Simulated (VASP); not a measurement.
Crystal: SrCl2.

```
Sr Cl
1.0
     2.08574    1.20420    6.13505
    -2.08574    1.20420    6.13505
     0.00000   -2.40841    6.13505
Sr Cl
1 2
Cartesian
  0.0000 0.0000 0.0037
  0.0000 0.0000 7.7812
  0.0000 0.0000 4.4852
```

Program: VASP 6.6.1. Alike in all runs: no spin polarisation; cell as given; cutoff (eV) 520; smearing gaussian 0.01 eV.

**Question.** Order these runs on this cell by their band gap on the k mesh, lowest first.
A. level r2SCAN; potentials or basis VASP PAW PBE potentials, release 64 (Sr_sv, Cl); k mesh 8 × 8 × 8
B. level PBE; potentials or basis VASP PAW PBE potentials, release 64 (Sr_sv, Cl); k mesh 6 × 6 × 6
C. level LDA; potentials or basis VASP PAW LDA potentials, release 64 (Sr_sv, Cl); k mesh 8 × 8 × 8

**Answer.** C (3.93 eV), B (4.35 eV), A (4.88 eV).

A k mesh can miss the band edges.
